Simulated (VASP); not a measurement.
**SiGe: single point with r2SCAN**

SiGe:

```
Si Ge
1.0
     3.82299    0.00000    0.00000
    -1.91150    3.31081    0.00000
     0.00000    0.00000    6.32750
Si Ge
2 2
Cartesian
  1.9115 1.1036 5.5317
  0.0000 2.2072 2.3680
  1.9115 1.1036 3.1686
  0.0000 2.2072 0.0048
```

```json
{
  "Program": "VASP 6.6.1",
  "Task": "single point",
  "Functional": "r2SCAN",
  "Potentials or basis": "VASP PAW PBE potentials, release 64 (Si, Ge_d)",
  "Cutoff": "520 eV",
  "k mesh": "12 × 12 × 4",
  "Occupations": "gaussian, width 0.02 eV",
  "Spin": "no spin polarisation"
}
```

```json
{
 "Pressure": "5.9 GPa",
 "Largest force": "0.004 eV/Å",
 "Band gap on the k mesh": "0.56 eV (least direct gap 0.98 eV)"
}
```

Forces in eV/Å, atoms in the order of the input:
```
Si   0.000  0.000 -0.004
Si   0.000  0.000 -0.004
Ge   0.000  0.000  0.004
Ge   0.000  0.000  0.004
```

Levels at points of the mesh, in eV from the valence-band top:
```csv
k point,band 15,band 16,band 17,band 18,band 19,band 20,band 21,band 22
"(0.00, 0.00, 0.00)",-1.77,-0.40,0.00,0.00,0.98,2.20,2.20,2.30
"(0.50, 0.00, 0.00)",-5.27,-3.55,-3.36,-1.72,0.56,2.46,3.49,3.56
"(0.00, 0.00, 0.50)",-1.09,-1.09,-1.09,-1.09,1.80,1.80,3.34,3.34
"(0.50, 0.00, 0.50)",-2.89,-2.89,-2.82,-2.82,0.94,0.94,2.01,2.01
```

Run time: 6.7 min on 1 thread of Oxide Virtual Turin-like Processor, on a shared host, peak memory 0.22 GiB.

Caveat: the cell stands under pressure; semilocal functionals underestimate gaps, and a narrow one can read as zero; the PAW data sets were made with another functional, which shifts forces and pressure a little. A k mesh can miss the band edges.
